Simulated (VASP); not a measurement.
Input of a VASP 6.6.1 run:

The input INCAR:

```
PREC = Accurate ; ENCUT = 520
EDIFF = 1E-6 ; ISMEAR = -1
SIGMA = 0.05 ; LREAL = F
LASPH = T ; NELM = 150
ALGO = Normal ; ISIF = 2
LWAVE = F ; LCHARG = F
ISPIN = 2 ; MAGMOM = 2
LORBIT = 11 ; LMAXMIX = 4
GGA = PS ; NBANDS = 16
```

The input KPOINTS:

```
Automatic mesh
0
Gamma
  12 12 12
```

Contents of POSCAR:

```
V
1.0
   -1.5440506776      1.5440506776      1.5440506776
    1.5440506776     -1.5440506776      1.5440506776
    1.5440506776      1.5440506776     -1.5440506776
V
1
Direct
    0.0000000000      0.0000000000      0.0000000000
```

Potentials or basis: VASP PAW PBE potentials, release 64 (V_sv).

Launch:

```sh
$ cat potpaw_PBE.64/V_sv/POTCAR > POTCAR
$ mpirun -np 1 vasp_std > vasp.out
```

(1) Estimate the pressure.

(2) Estimate the net moment.

Results:

(1) -19.5 GPa.

(2) 0.00 μB per cell.

Caveat: the PAW data sets were made with another functional, which shifts forces and pressure a little.
